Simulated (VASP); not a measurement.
Set up this calculation in VASP 6.6.1, as the native input.

* Task: single point
* Functional: PBE
* Potentials or basis: VASP PAW PBE potentials, release 64 (Ti_sv, O)
* Cutoff: 520 eV
* k mesh: 6 × 6 × 4
* Occupations: gaussian, width 0.02 eV
* Spin: no spin polarisation
* Hubbard terms: Ti d U = 4.0 eV
* Dipole correction: no
* Further INCAR settings: ALGO = Normal; EDIFF = 1e-06; NBANDS = 60

The structure of TiO2 lies in POSCAR:

```
TiO2
1.0
    3.9898107587      0.0000000000      0.0000000000
    0.0000000000      3.7750482178      0.0000000000
    0.0000000000      0.0000000000      9.6651428603
Ti O
4 8
Direct
    0.0000000000      0.0000000000     -0.0031493127
    0.0000000000      0.5000000000      0.2531493127
    0.5000000000      0.5000000000      0.4968506873
    0.5000000000      0.0000000000      0.7531493127
    0.0000000000      0.5000000000      0.4561386810
    0.0000000000      0.0000000000      0.2073586924
    0.0000000000      0.5000000000      0.0426413076
    0.5000000000      0.5000000000      0.2938613190
    0.5000000000      0.0000000000      0.9561386810
    0.5000000000      0.5000000000      0.7073586924
    0.5000000000      0.0000000000      0.5426413076
    0.0000000000      0.0000000000      0.7938613190
```

This cell differs from its parent crystal: uniaxial strain along a: +4.5 %.

These files were run (other wordings do the same):

INCAR

```
PREC = Accurate
ENCUT = 520
EDIFF = 1E-6
ISMEAR = 0
SIGMA = 0.02
LREAL = False
LASPH = True
NELM = 150
ALGO = Normal
ISIF = 2
LWAVE = False
LCHARG = False
LMAXMIX = 4
LDAU = True
LDAUTYPE = 2
LDAUL = 2 -1
LDAUU = 4 0
LDAUJ = 0 0
LDAUPRINT = 1
GGA = PE
NBANDS = 60
```

KPOINTS

```
Automatic mesh
0
Gamma
  6 6 4
```

Potentials or basis: VASP PAW PBE potentials, release 64 (Ti_sv, O).

The run is started by

```console
$ cat potpaw_PBE.64/Ti_sv/POTCAR potpaw_PBE.64/O/POTCAR > POTCAR
$ mpirun -np 1 vasp_std > vasp.out
```

It gave:

| Property | Result |
| --- | --- |
| Pressure | 0.2 GPa |
| Largest force | 0.350 eV/Å |
| Band gap on the k mesh | 2.62 eV |

Caveat: the cell differs from its parent crystal (uniaxial strain along a: +4.5 %); the stress differs along the axes, from -8 to 7 GPa.

Run time: 11 min on 1 thread of Oxide Virtual Turin-like Processor, on a shared host, peak memory 0.39 GiB.
